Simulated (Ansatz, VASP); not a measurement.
Two plane-wave programs on TiN

```
Ti N
1.0
     0.00000    2.10191    2.10191
     2.10191    0.00000    2.10191
     2.10191    2.10191    0.00000
Ti N
1 1
Cartesian
  0.0000 0.0000 0.0000
  2.1019 2.1019 2.1019
```

Alike in both runs: task relaxation of cell and atoms; functional PBEsol; k mesh 18 × 18 × 18; occupations fermi-dirac, width 0.15 eV; no spin polarisation.

```csv
,VASP,Ansatz
version,VASP 6.6.1,Ansatz 0.2.0
potentials or method,"VASP PAW PBE potentials, release 64 (Ti_sv, N), cutoff 600 eV","scalar-relativistic, plane waves, PAW"
valence electrons in the cell,17,17
```

|  | VASP | Ansatz | Ansatz less VASP |
| --- | --- | --- | --- |
| gap on the k mesh at the Fermi level, each at its own relaxed structure (eV) | none | none | - |
| relaxed volume (Å³/atom) | 9.31 | 9.30 | -0.011 |
| relaxed cell length with the largest relative difference (Å) | 2.975 | 2.974 | -0.0011 |

VASP's potentials were made for PBE, not for PBEsol, and Ansatz warns of the same on its side. A gap of «none» marks a metal or a gap that the smearing closes.
